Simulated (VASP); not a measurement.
# MgS in VASP: further runs

Runs on MgS. Level: PBEsol. Tasks: single point, relaxation of cell and atoms.

Everything below comes from runs of VASP 6.6.1. Logs are shortened: lines on timing, memory, paths and dates and some standing lists are left out, and cuts for length are marked.

## 1. The cell of the first run

The structure is trigonal, space group R3m (No. 160). The conventional cell has a = 3.664 Å, b = 3.664 Å, c = 8.975 Å, α = 90.00°, β = 90.00°, γ = 120.00°. Within 3.4 Å of Mg (site symmetry 3m) lie 6 S at 2.58 to 2.60 Å. S (site symmetry 3m) has 6 Mg at 2.58 to 2.60 Å within 3.4 Å.

## 2. Single point, PBEsol (atom 1 moved by [-0.01, -0.01, -0.01] A)

INCAR reads:

```
PREC = Accurate
ENCUT = 520
EDIFF = 1E-6
ISMEAR = 0
SIGMA = 0.01
LREAL = False
LASPH = True
NELM = 100
ALGO = Normal
ISIF = 2
LWAVE = False
LCHARG = True
GGA = PS
LELF = True
LVHAR = True
NBANDS = 11
```

KPOINTS reads:

```
Automatic mesh
0
Gamma
  8 8 8
```

POSCAR reads:

```
MgS
1.0
    0.0000000000      2.5909610182      2.5909610182
    2.5909610182      0.0000000000      2.5909610182
    2.5909610182      2.5909610182      0.0000000000
Mg S
1 1
Direct
   -0.0019297859     -0.0019297859     -0.0019297859
    0.5000000000      0.5000000000      0.5000000000
```

Potentials or basis: VASP PAW PBE potentials, release 64 (Mg, S).

Command:

```
$ cat potpaw_PBE.64/Mg/POTCAR potpaw_PBE.64/S/POTCAR > POTCAR
$ mpirun -np 1 vasp_std > vasp.out
```

OUTCAR:

```text
PREC = Accurate
   ENCUT = 520
   EDIFF = 1E-6
   ISMEAR = 0
   LREAL = False
   LASPH = True
   NELM = 100
   ISIF = 2
   GGA = PS

 ion  position               nearest neighbor table
   1  0.998  0.998  0.998-   2 2.58   2 2.58   2 2.58   2 2.60   2 2.60   2 2.60
   2  0.500  0.500  0.500-   1 2.58   1 2.58   1 2.58   1 2.60   1 2.60   1 2.60

  LATTYP: Found a face centered cubic cell.
 ALAT       =     5.1819220364

  Lattice vectors:

 A1 = (   0.0000000000,   2.5909610182,   2.5909610182)
 A2 = (   2.5909610182,   0.0000000000,   2.5909610182)
 A3 = (   2.5909610182,   2.5909610182,   0.0000000000)

Analysis of symmetry for initial positions (statically):
=====================================================================
 Subroutine PRICEL returns:
 Original cell was already a primitive cell.

 Routine SETGRP: Setting up the symmetry group for a
 face centered cubic supercell.

 Subroutine GETGRP returns: Found  6 space group operations
 (whereof  6 operations were pure point group operations)
 out of a pool of 48 trial point group operations.

The static configuration has the point symmetry C_3v.

Analysis of symmetry for dynamics (positions and initial velocities):
=====================================================================
 Subroutine PRICEL returns:
 Original cell was already a primitive cell.

 Routine SETGRP: Setting up the symmetry group for a
 face centered cubic supercell.

 Subroutine GETGRP returns: Found  6 space group operations
 (whereof  6 operations were pure point group operations)
 out of a pool of 48 trial point group operations.

The dynamic configuration has the point symmetry C_3v.

 Subroutine INISYM returns: Found  6 space group operations
 (whereof  6 operations are pure point group operations),
 and found     1 'primitive' translations

----------------------------------------------------------------------------------------

                                     Primitive cell

  volume of cell :      34.7867

  direct lattice vectors                    reciprocal lattice vectors
     0.000000000  2.590961018  2.590961018    -0.192978588  0.192978588  0.192978588
     2.590961018  0.000000000  2.590961018     0.192978588 -0.192978588  0.192978588
     2.590961018  2.590961018  0.000000000     0.192978588  0.192978588 -0.192978588

  length of vectors
     3.664172212  3.664172212  3.664172212     0.334248720  0.334248720  0.334248720

  position of ions in fractional coordinates (direct lattice)
     0.998070214  0.998070214  0.998070214
     0.500000000  0.500000000  0.500000000

  ion indices of the primitive-cell ions
   primitive index   ion index
                 1           1
                 2           2

----------------------------------------------------------------------------------------

 KPOINTS: Automatic mesh

Automatic generation of k-mesh.
 Grid dimensions read from file:
 generate k-points for:    8    8    8

 Generating k-lattice:

  Cartesian coordinates                     Fractional coordinates (reciprocal lattice)
    -0.024122324  0.024122324  0.024122324     0.125000000  0.000000000  0.000000000
     0.024122324 -0.024122324  0.024122324     0.000000000  0.125000000  0.000000000
     0.024122324  0.024122324 -0.024122324     0.000000000  0.000000000  0.125000000

  Length of vectors
     0.041781090  0.041781090  0.041781090

  Shift w.r.t. Gamma in fractional coordinates (k-lattice)
     0.000000000  0.000000000  0.000000000

 Subroutine IBZKPT returns following result:
 ===========================================

 Found     65 irreducible k-points:

 Following reciprocal coordinates:
            Coordinates               Weight
  0.000000  0.000000  0.000000      1.000000
  0.125000  0.000000  0.000000      6.000000
  0.125000  0.125000  0.125000      2.000000
  0.250000  0.000000  0.000000      6.000000
  0.250000  0.250000  0.250000      2.000000
  0.375000  0.000000  0.000000      6.000000
[... 16 lines left out ...]
 -0.250000  0.125000  0.000000     12.000000
  0.125000  0.125000  0.375000      6.000000
 [... further k-points ...]
   k-points           NKPTS =     65   k-points in BZ     NKDIM =     65   number of bands    NBANDS=     11
   number of dos      NEDOS =    301   number of ions     NIONS =      2
   total plane-waves  NPLWV =  21952
   dimension x,y,z NGX =    28 NGY =   28 NGZ =   28
   dimension x,y,z NGXF=    56 NGYF=   56 NGZF=   56
   ions per type =               1   1
   NGX,Y,Z   is equivalent  to a cutoff of  12.70, 12.70, 12.70 a.u.
   NGXF,Y,Z  is equivalent  to a cutoff of  25.41, 25.41, 25.41 a.u.
 SYSTEM =  unknown system
   PREC   = accura    normal or accurate (medium, high low for compatibility)
   ISTART =      0    job   : 0-new  1-cont  2-samecut
   ICHARG =      2    charge: 1-file 2-atom 10-const
   ISPIN  =      1    spin polarized calculation?
   LNONCOLLINEAR =      F non collinear calculations
   LSORBIT =      F    spin-orbit coupling
   LASPH  =      T    aspherical Exc in radial PAW
   ENCUT  =  520.0 eV  38.22 Ry    6.18 a.u.   6.81  6.81  6.81*2*pi/ulx,y,z
   NELM   =    100;   NELMIN=  2; NELMDL= -5     # of ELM steps
   EDIFF  = 0.1E-05   stopping-criterion for ELM
   LREAL  =      F    real-space projection
   EDIFFG = 0.1E-04   stopping-criterion for IOM
   NSW    =      0    number of steps for IOM
   IBRION =     -1    ionic relax: 0-MD 1-quasi-New 2-CG
   NFREE  =      0    steps in history (QN), initial steepest desc. (CG)
   ISIF   =      2    stress and relaxation
   ISYM   =      2    0-nonsym 1-usesym 2-fastsym
   POTIM  = 0.5000    time-step for ionic-motion
   TEBEG  =    0.0;   TEEND  =   0.0 temperature during run
   PSTRESS=    0.0 pullay stress
   NELECT =       8.0000    total number of electrons
   NUPDOWN=      -1.0000    fix difference up-down
   EMIN   =  10.00;   EMAX   =-10.00  energy-range for DOS
   EFERMI =   0.00;   METHOD = LEGACY
   ISMEAR =     0;   SIGMA  =   0.01  broadening in eV -4-tet -1-fermi 0-gaus
   EFERMI_NEDOS =   21; number of points for ismear=-14 and -15
   IALGO  =     38    algorithm
   IMIX   =      4    mixing-type and parameters
     AMIX     =   0.40;   BMIX     =  1.00
     AMIX_MAG =   1.60;   BMIX_MAG =  1.00
  volume/ion in A,a.u.               =      17.39       117.38
  Fermi-wavevector in a.u.,A,eV,Ry     =   1.002999  1.895394 13.687563  1.006008
  Thomas-Fermi vector in A             =   2.135523
   LORBIT       =      0    0 simple, 1 ext, 2 COOP (PROOUT), +10 PAW based schemes
   GGA     = PS    functional components
   LHFCALC =     F    Hartree Fock is set to
   AEXX    =    0.0000 exact exchange contribution
   IVDW    =     0    specifies the selected vdW correction
   LEPSILON=     F    determine dielectric tensor
   LRPA    =     F    only Hartree local field effects (RPA)
 non-spin polarized calculation
 Gauss-broadening in eV      SIGMA  =   0.01
  energy-cutoff  :      520.00
  volume of cell :       34.79
 maximum number of plane-waves:       960
   NGX = 13   NGY = 13   NGZ = 13

 number of electron       7.9999999 magnetization

 Free energy of the ion-electron system (eV)
  ---------------------------------------------------
  ext. energy  EPLUGINS =         0.00000000
  ---------------------------------------------------
  free energy    TOTEN  =        -9.07460900 eV

  energy without entropy =       -9.07460900  energy(sigma->0) =       -9.07460900

 E-fermi :   3.8585     XC(G=0):  -9.8877

 val. band max:        3.7867259200   @ k =   0.0000   0.0000   0.0000
 cond. band min:       6.5161345915   @ k =   0.5000   0.5000   0.0000
 fundamental gap:      2.7294086715
 Fermi energy:         3.8584707603

 k-point     1 :       0.0000    0.0000    0.0000
  band No.  band energies     occupation
      1      -8.9682      2.00000
      2       3.7862      2.00000
      3       3.7862      2.00000
      4       3.7867      2.00000
      5       7.4765      0.00000
      6      11.6324      0.00000
      7      11.6324      0.00000
      8      11.6329      0.00000
      9      14.1120      0.00000
     10      14.1120      0.00000
     11      16.1109      0.00000

 k-point     2 :       0.1250    0.0000    0.0000
  band No.  band energies     occupation
      1      -8.8124      2.00000
      2       2.7085      2.00000
      3       3.6805      2.00000
      4       3.6810      2.00000
      5       8.2815      0.00000
      6      11.3137      0.00000
      7      11.8906      0.00000
      8      11.8910      0.00000
      9      13.4669      0.00000
     10      13.4674      0.00000
     11      16.4407      0.00000

 k-point     3 :       0.1250    0.1250    0.1250
  band No.  band energies     occupation
      1      -8.8124      2.00000
      2       2.7089      2.00000
      3       3.6805      2.00000
      4       3.6805      2.00000
      5       8.2817      0.00000
      6      11.3141      0.00000
      7      11.8904      0.00000
      8      11.8904      0.00000
      9      13.4672      0.00000
     10      13.4672      0.00000
     11      16.4417      0.00000

 k-point     4 :       0.2500    0.0000    0.0000
  band No.  band energies     occupation
      1      -8.3898      2.00000
      2       0.9061      2.00000
      3       3.4509      2.00000
      4       3.4514      2.00000
      5       8.6609      0.00000
      6      11.5389      0.00000
      7      11.5392      0.00000
      8      12.0681      0.00000
      9      14.0252      0.00000
     10      14.0262      0.00000
     11      15.6300      0.00000
[... 239 lines left out ...]
 k-point    22 :      -0.3750    0.5000   -0.3750
  band No.  band energies     occupation
      1      -7.6507      2.00000
      2      -0.7375      2.00000
      3       2.3787      2.00000
      4       3.1517      2.00000
      5       9.0239      0.00000
      6      10.2221      0.00000
      7      11.0540      0.00000
      8      13.6697      0.00000
      9      15.7411      0.00000
     10      16.2026      0.00000
     11      18.4810      0.00000

 k-point    23 :      -0.2500    0.1250    0.0000
  band No.  band energies     occupation
      1      -8.1054      2.00000
      2       0.3841      2.00000
      3       2.5345      2.00000
      4       3.4405      2.00000
      5       9.3727      0.00000
      6      10.8903      0.00000
      7      11.3928      0.00000
      8      11.8920      0.00000
      9      13.6238      0.00000
     10      16.5375      0.00000
     11      16.7565      0.00000

 k-point    24 :       0.1250    0.1250    0.3750
  band No.  band energies     occupation
      1      -8.1054      2.00000
      2       0.3841      2.00000
      3       2.5346      2.00000
      4       3.4401      2.00000
      5       9.3728      0.00000
      6      10.8909      0.00000
      7      11.3926      0.00000
      8      11.8920      0.00000
      9      13.6232      0.00000
     10      16.5371      0.00000
     11      16.7574      0.00000

 [... further k-points ...]
[... 5 lines left out ...]
  --------------------------------------------------------------------------------------
  -------------------------------------------------------------------------------------
  Total       -0.0434943     -0.0434943     -0.0434943     -0.0003609     -0.0003609     -0.0003609
  in kB       -2.0032298     -2.0032298     -2.0032298     -0.0166217     -0.0166217     -0.0166217
  external PRESSURE =      -2.0032298 kB  Pullay stress =       0.0000000 kB

 VOLUME and BASIS-vectors are now :
 -----------------------------------------------------------------------------
  energy-cutoff  :      520.00
  volume of cell :       34.79
      direct lattice vectors                 reciprocal lattice vectors
     0.000000000  2.590961018  2.590961018    -0.192978588  0.192978588  0.192978588
     2.590961018  0.000000000  2.590961018     0.192978588 -0.192978588  0.192978588
     2.590961018  2.590961018  0.000000000     0.192978588  0.192978588 -0.192978588

 POSITION                                       TOTAL-FORCE (eV/Angst)
 -----------------------------------------------------------------------------------
      5.17192      5.17192      5.17192         0.029990      0.029990      0.029990
      2.59096      2.59096      2.59096        -0.029990     -0.029990     -0.029990
 -----------------------------------------------------------------------------------
    total drift:                                0.000011      0.000011      0.000011

  FREE ENERGIE OF THE ION-ELECTRON SYSTEM (eV)
  ---------------------------------------------------
  free  energy   TOTEN  =        -9.0746089961 eV

  energy  without entropy=       -9.0746089961  energy(sigma->0) =       -9.07460900
```

Run time: 13 s. Hardware: 1 thread of Intel Xeon Platinum 8559C (Emerald Rapids), shared host; peak memory 0.17 GiB.

Results:

```yaml
Free_energy: -9.0746 eV
Pressure: -0.2 GPa
Largest_force: 0.052 eV/Å
Band_gap_on_the_k_mesh: 2.73 eV, indirect (least direct gap 3.69 eV)
```

Forces on the atoms (eV/Å):
```
Mg   0.030  0.030  0.030
S   -0.030 -0.030 -0.030
```

Caveat: the cell differs from its parent crystal (atom 1 moved by [-0.01, -0.01, -0.01] A); the PAW data sets were made with another functional, which shifts forces and pressure a little.

## 3. Single point, PBEsol (equal xy, yz and zx engineering shears of -0.5 %)

INCAR reads:

```
SYSTEM = MgS
  PREC = Accurate
  ENCUT = 520
  EDIFF = 1E-7
  ISMEAR = 0
  SIGMA = 0.01
  LREAL = .False.
  LASPH = .True.
  NELM = 100
  ALGO = Normal
  ISIF = 2
  LWAVE = .False.
  LCHARG = .False.
  GGA = PS
  NBANDS = 11
```

KPOINTS reads:

```
Automatic mesh
0
Gamma
  8 8 8
  0 0 0
```

POSCAR reads:

```
MgS
1.0
   -0.0129548051      2.5844836157      2.5844836157
    2.5844836157     -0.0129548051      2.5844836157
    2.5844836157      2.5844836157     -0.0129548051
Mg S
1 1
Direct
    0.0000000000      0.0000000000      0.0000000000
    0.5000000000      0.5000000000      0.5000000000
```

Potentials or basis: VASP PAW PBE potentials, release 64 (Mg, S).

Command:

```
$ cat potpaw_PBE.64/Mg/POTCAR potpaw_PBE.64/S/POTCAR > POTCAR
$ mpirun -np 1 vasp_std > vasp.out
```

It used 9.7 s of CPU time on 1 thread of Intel(R) Xeon(R) Platinum 8559C (Emerald Rapids), on a shared host.

The run converged. Its results:

```
Free energy            : -9.0746 eV
Pressure               : -0.2 GPa
Band gap on the k mesh : 2.68 eV, indirect (least direct gap 3.64 eV)
```

Stress tensor (GPa, compression positive):
```
-0.19  0.27  0.27
 0.27 -0.19  0.27
 0.27  0.27 -0.19
```

Levels at points of the mesh, in eV from the valence-band top:
| k point | band 1 | band 2 | band 3 | band 4 | band 5 | band 6 | band 7 | band 8 | band 9 |
| --- | --- | --- | --- | --- | --- | --- | --- | --- | --- |
| (0.00, 0.00, 0.00) | -12.80 | -0.07 | -0.07 | 0.00 | 3.64 | 7.76 | 7.76 | 7.89 | 10.28 |
| (0.50, 0.00, 0.00) | -11.45 | -5.01 | -0.67 | -0.63 | 4.39 | 6.78 | 6.85 | 10.16 | 11.99 |
| (0.50, 0.50, 0.00) | -11.05 | -4.37 | -1.81 | -1.75 | 2.68 | 4.16 | 11.94 | 12.81 | 13.33 |
| (0.50, 0.50, 0.50) | -11.42 | -4.98 | -0.69 | -0.69 | 4.32 | 6.74 | 6.74 | 10.14 | 12.02 |

Caveat: the cell differs from its parent crystal (equal xy, yz and zx engineering shears of -0.5 %); the PAW data sets were made with another functional, which shifts forces and pressure a little. A k mesh can miss the band edges.

## 4. Single point, PBEsol (equal xy, yz and zx engineering shears of +0.5 %)

INCAR reads:

```
SYSTEM = MgS
PREC = Accurate
ENCUT = 520
EDIFF = 1E-7
ISMEAR = 0
SIGMA = 0.01
LREAL = .False.
LASPH = .True.
NELM = 80
ALGO = Normal
ISIF = 2
LWAVE = .False.
LCHARG = .False.
GGA = PS
NBANDS = 11
```

KPOINTS reads:

```
regular mesh
0
Gamma
  8 8 8
  0 0 0
```

POSCAR reads:

```
MgS
1.0
    0.0129548051      2.5974384208      2.5974384208
    2.5974384208      0.0129548051      2.5974384208
    2.5974384208      2.5974384208      0.0129548051
Mg S
1 1
Direct
    0.0000000000      0.0000000000      0.0000000000
    0.5000000000      0.5000000000      0.5000000000
```

Command:

```
$ cat potpaw_PBE.64/Mg/POTCAR potpaw_PBE.64/S/POTCAR > POTCAR
$ mpirun -np 1 vasp_std > vasp.out
```

Wall time 15 s (1 thread of Intel Xeon Platinum 8559C (Emerald Rapids), shared host); peak memory 0.17 GiB.

The run converged. Its results:

| Item | Value |
| --- | --- |
| Free energy | -9.0746 eV |
| Pressure | -0.2 GPa |
| Band gap on the k mesh | 2.71 eV, indirect (least direct gap 3.67 eV) |

Stress tensor (GPa, compression positive):
```
-0.19 -0.27 -0.27
-0.27 -0.19 -0.27
-0.27 -0.27 -0.19
```

Levels at points of the mesh, in eV from the valence-band top:
```csv
k point,band 1,band 2,band 3,band 4,band 5,band 6,band 7,band 8
"(0.00, 0.00, 0.00)",-12.78,-0.07,0.00,0.00,3.67,7.74,7.87,7.87
"(0.50, 0.00, 0.00)",-11.41,-4.98,-0.67,-0.63,4.38,6.77,6.83,10.17
"(0.50, 0.50, 0.00)",-11.03,-4.35,-1.79,-1.73,2.71,4.18,11.97,12.83
"(0.50, 0.50, 0.50)",-11.44,-5.01,-0.60,-0.60,4.45,6.88,6.88,10.19
```

Caveat: the cell differs from its parent crystal (equal xy, yz and zx engineering shears of +0.5 %); the PAW data sets were made with another functional, which shifts forces and pressure a little. A k mesh can miss the band edges.

(Part 1 of 2 ends here.)
